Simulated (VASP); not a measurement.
**GaAs: single point with PBE**

Slab: GaAs, a slab with vacuum.

```
CELL_PARAMETERS angstrom
8.12520 0.00000 0.00000
-4.06260 7.03663 0.00000
0.00000 0.00000 20.14637
ATOMIC_POSITIONS crystal
As 0.50000 0.00000 0.39709
As 0.50000 0.50000 0.39709
As 0.00000 0.00000 0.39709
As 0.00000 0.50000 0.39709
As 0.66667 0.83333 0.57497
As 0.66667 0.33333 0.57497
As 0.16667 0.83333 0.57497
As 0.16667 0.33333 0.57497
Ga 0.16667 0.83333 0.43826
Ga 0.16667 0.33333 0.43826
Ga 0.66667 0.83333 0.43826
Ga 0.66667 0.33333 0.43826
Ga 0.33333 0.66667 0.60011
Ga 0.33333 0.16667 0.60011
Ga 0.83333 0.66667 0.60011
Ga 0.83333 0.16667 0.60011
```

```
Program             : VASP 6.6.1
Task                : single point
Functional          : PBE
Potentials or basis : VASP PAW PBE potentials, release 64 (As, Ga_d)
Cutoff              : 520 eV
k mesh              : 2 × 2 × 1
Occupations         : gaussian, width 0.05 eV
Spin                : no spin polarisation
```

| Quantity | Value |
| --- | --- |
| Largest force | 0.164 eV/Å |
| Band gap on the k mesh | zero (filled and empty bands touch) |

Forces on the atoms (eV/Å):
```
As   0.000  0.000  0.162
As   0.000  0.000  0.162
As   0.000  0.000  0.162
As   0.000  0.000  0.162
As   0.000  0.000  0.009
As   0.000  0.000  0.009
As   0.000  0.000  0.009
As   0.000  0.000  0.009
Ga   0.000  0.000 -0.164
Ga   0.000  0.000 -0.164
Ga   0.000  0.000 -0.164
Ga   0.000  0.000 -0.164
Ga   0.000  0.000 -0.007
Ga   0.000  0.000 -0.007
Ga   0.000  0.000 -0.007
Ga   0.000  0.000 -0.007
```

Levels at points of the mesh, in eV from the Fermi level:
| k point | band 68 | band 69 | band 70 | band 71 | band 72 | band 73 | band 74 | band 75 | band 76 | band 77 |
| --- | --- | --- | --- | --- | --- | --- | --- | --- | --- | --- |
| (0.00, 0.00, 0.00) | -1.01 | -1.01 | -1.01 | -0.16 | 0.00 | 0.00 | 0.72 | 0.72 | 0.72 | 1.14 |
| (0.50, 0.00, 0.00) | -1.00 | -0.76 | -0.76 | -0.44 | -0.44 | 0.68 | 0.68 | 1.03 | 1.03 | 1.63 |

Run time: 12 min on 1 thread of AMD EPYC 7R13 Processor (Zen 3), with other jobs on the host, peak memory 0.95 GiB.

Caveat: the k points lie up to 0.45 Å⁻¹ apart.
